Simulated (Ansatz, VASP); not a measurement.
**CuAu2Cl3: VASP beside Ansatz**

```
Cu Au Cl
1.0
     3.55655    0.00000    0.00000
    -1.77828    3.08006    0.00000
     0.00000    0.00000   10.79773
Cu Au Cl
1 2 3
Cartesian
  0.0000 0.0000 0.0000
  0.0000 2.0534 7.2791
  1.7783 1.0267 3.5186
  1.7783 1.0267 9.3497
  0.0000 0.0000 5.3989
  0.0000 2.0534 1.4480
```

Alike in both runs: functional PBE; k mesh 6 × 6 × 2; occupations gaussian, width 0.1 eV; collinear spin.

Ansatz relaxed the structure, and its values are those at the end. VASP's run is a single point on that final structure, the one shown.

|  | VASP | Ansatz |
| --- | --- | --- |
| version | VASP 6.6.1 | Ansatz 0.2.0 |
| potentials or method | VASP PAW PBE potentials, release 64 (Cu, Au, Cl), cutoff 520 eV | scalar-relativistic, plane waves, PAW |
| valence electrons in the cell | 54 | 78 |

|  | VASP | Ansatz | Ansatz less VASP |
| --- | --- | --- | --- |
| gap on the k mesh at the Fermi level (eV) | none | none | - |
| pressure (GPa) | -0.1 | 0.1 | +0.18 |
| net moment per atom (μB) | 0.00 | 0.00 | 0.000 |

A gap of «none» marks a metal or a gap that the smearing closes. With one functional, cell and mesh, what is left measures potentials, basis and numerics. VASP's potentials hold 54 valence electrons a cell and Ansatz's 78, so a difference there can come from the potentials and not from the codes. Ansatz's warnings: seeded moment not kept.

Neither program's run includes spin-orbit coupling.
